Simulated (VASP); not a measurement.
Input of a VASP 6.6.1 run:

Contents of INCAR:

```
ALGO = Normal
EDIFF = 1E-6
EDIFFG = -0.001
ENCUT = 600
GGA = PE
IBRION = 2
ISIF = 3
ISMEAR = -1
LASPH = True
LCHARG = False
LREAL = False
LWAVE = False
NELM = 80
NSW = 80
PREC = Accurate
SIGMA = 0.15
```

File KPOINTS:

```
k-points
0
Gamma
  12 12 12
```

File POSCAR:

```
InSb
1.0
    0.0000000000      3.3174249865      3.3174249865
    3.3174249865      0.0000000000      3.3174249865
    3.3174249865      3.3174249865      0.0000000000
In Sb
1 1
Direct
    0.0000000000      0.0000000000      0.0000000000
    0.2500000000      0.2500000000      0.2500000000
```

Potentials or basis: VASP PAW PBE potentials, release 64 (In_d, Sb).

The run is started by

```bash
$ cat potpaw_PBE.64/In_d/POTCAR potpaw_PBE.64/Sb/POTCAR > POTCAR
$ mpirun -np 1 vasp_std > vasp.out
```

Question: What does it give for the band gap on the k mesh?

Answer: Zero (filled and empty bands touch).

Question: Estimate the relaxed cell.

Answer: a = 4.693 Å, b = 4.693 Å, c = 4.693 Å, α = 60.00°, β = 60.00°, γ = 60.00°.

Final structure:
```cif
data_structure
_symmetry_space_group_name_H-M 'P 1'
_symmetry_Int_Tables_number 1
_cell_length_a 4.6933
_cell_length_b 4.6933
_cell_length_c 4.6933
_cell_angle_alpha 60.000
_cell_angle_beta 60.000
_cell_angle_gamma 60.000
_cell_volume 73.10
loop_
_atom_site_label
_atom_site_type_symbol
_atom_site_fract_x
_atom_site_fract_y
_atom_site_fract_z
_atom_site_occupancy
In1 In 0.00000 0.00000 0.00000 1
Sb1 Sb 0.25000 0.25000 0.25000 1
```

Caveat: semilocal functionals underestimate gaps, and a narrow one can read as zero; spin-orbit coupling is left out, which moves the levels of the heavy elements.
